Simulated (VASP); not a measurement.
Here is a VASP 6.6.1 calculation.

File INCAR:

```
  PREC = Accurate
  ENCUT = 600
  EDIFF = 1E-6
  ISMEAR = 0
  SIGMA = 0.2
  LREAL = F
  LASPH = T
  NELM = 120
  ALGO = Normal
  ISIF = 2
  LWAVE = F
  LCHARG = F
  GGA = PE
  NBANDS = 26
  GGA_COMPAT = F
```

KPOINTS

```
Automatic mesh
0
Gamma
  4 4 3
```

File POSCAR:

```
ScAl3N3
1.0
    5.1349226722      0.0000000000      0.0000000000
   -2.5674613361      4.4469734806      0.0000000000
    0.0000000000      0.0000000000      3.8503272811
Sc Al N
1 3 3
Direct
    0.0000000000      0.0000000000      0.5000000000
    0.5000000000      0.0000000000      0.0000000000
    0.0000000000      0.5000000000      0.0000000000
    0.5000000000      0.5000000000      0.0000000000
    0.3333333333      0.6666666667      0.5000000000
    0.6666666667      0.3333333333      0.5000000000
    0.0000000000      0.0000000000      0.0000000000
```

Potentials or basis: VASP PAW PBE potentials, release 64 (Sc_sv, Al, N).

Command:

```console
$ cat potpaw_PBE.64/Sc_sv/POTCAR potpaw_PBE.64/Al/POTCAR potpaw_PBE.64/N/POTCAR > POTCAR
$ mpirun -np 1 vasp_std > vasp.out
```

(1) Estimate the pressure.

Answers

(1) 0.2 GPa.

Caveat: the k points lie up to 0.54 Å⁻¹ apart.
